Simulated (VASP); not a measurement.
Wanted: the native input for a VASP 6.6.1 run.

```
Task                   : relaxation of the atoms
Functional             : PBE
Potentials or basis    : VASP PAW PBE potentials, release 64 (Si, C)
Cutoff                 : 520 eV
k mesh                 : 17 × 17 × 17
Occupations            : fermi-dirac, width 0.02 eV
Spin                   : no spin polarisation
Dipole correction      : no
Further INCAR settings : ALGO = Normal; EDIFF = 1e-06; IBRION = 2; EDIFFG = -0.02; NSW = 80
```

The structure of SiC lies in POSCAR:

```
SiC
1.0
    0.0000000000      2.2076743409      2.2076743409
    2.2076743409      0.0000000000      2.2076743409
    2.2076743409      2.2076743409      0.0000000000
Si C
1 1
Direct
    0.0000000000      0.0000000000      0.0000000000
    0.2500000000      0.2500000000      0.2500000000
```

The input as run:

INCAR

```
PREC     = Accurate       # precision mode
ENCUT    = 520            # plane-wave cutoff, eV
EDIFF    = 1E-6           # SCF threshold, eV
ISMEAR   = -1             # smearing method
SIGMA    = 0.02           # smearing width, eV
LREAL    = F              # projectors in reciprocal space
LASPH    = T              # aspherical terms in the spheres
NELM     = 80             # most SCF steps
ALGO     = Normal         # electronic algorithm
ISIF     = 2              # what is computed and relaxed
LWAVE    = F              # write WAVECAR
LCHARG   = F              # write CHGCAR
GGA      = PE             # functional
IBRION   = 2              # ionic algorithm
NSW      = 80             # ionic steps
EDIFFG   = -0.02          # ionic threshold
```

KPOINTS

```
Automatic mesh
0
Gamma
  17 17 17
```

Potentials or basis: VASP PAW PBE potentials, release 64 (Si, C).

Run with:

```sh
$ cat potpaw_PBE.64/Si/POTCAR potpaw_PBE.64/C/POTCAR > POTCAR
$ mpirun -np 1 vasp_std > vasp.out
```

It gave:

```
Pressure after relaxing : -5.0 GPa
Band gap on the k mesh  : 1.43 eV (least direct gap 4.52 eV)
```

Caveat: the relaxation stopped at its first step, so nothing moved; an odd mesh through Γ misses points on the zone boundary, where band edges can lie.

Run time: 15 s on 1 thread of Intel(R) Xeon(R) Platinum 8259CL CPU @ 2.50GHz (Skylake/Cascade Lake), with other jobs on the host, peak memory 0.15 GiB.
